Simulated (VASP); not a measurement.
Write the native input for VASP 6.6.1 that does the following.

```
Task                   : single point
Functional             : PBE
Potentials or basis    : VASP PAW PBE potentials, release 64 (K_sv)
Cutoff                 : 520 eV
k mesh                 : 7 × 7 × 4
Occupations            : fermi-dirac, width 0.05 eV
Spin                   : no spin polarisation
Dipole correction      : no
Further INCAR settings : ALGO = Normal; EDIFF = 1e-06; NBANDS = 16
```

The structure of K lies in POSCAR:

```
K
1.0
    4.6651769858      0.0000000000      0.0000000000
   -2.3325884929      4.0401617828      0.0000000000
    0.0000000000      0.0000000000      7.6701311367
K
2
Direct
    0.6666666667      0.3333333333      0.7500000000
    0.3333333333      0.6666666667      0.2500000000
```

This isn't the form of K at room conditions, which is bcc.

These files were run (other wordings do the same):

INCAR

```
SYSTEM = K
  ALGO = Normal
  EDIFF = 1E-6
  ENCUT = 520
  GGA = PE
  ISIF = 2
  ISMEAR = -1
  LASPH = .True.
  LCHARG = .False.
  LREAL = .False.
  LWAVE = .False.
  NBANDS = 16
  NELM = 100
  PREC = Accurate
  SIGMA = 0.05
```

KPOINTS

```
k-points
0
Gamma
  7 7 4
  0 0 0
```

Potentials or basis: VASP PAW PBE potentials, release 64 (K_sv).

The run is started by

```console
$ cat potpaw_PBE.64/K_sv/POTCAR > POTCAR
$ mpirun -np 1 vasp_std > vasp.out
```

Results of the run:

```
Pressure               : 0.1 GPa
Band gap on the k mesh : zero (bands 9 and 10 overlap by 2.24 eV)
```

It took 43 s on 1 thread of Intel Xeon 8259CL (shared host), peak memory 0.26 GiB.
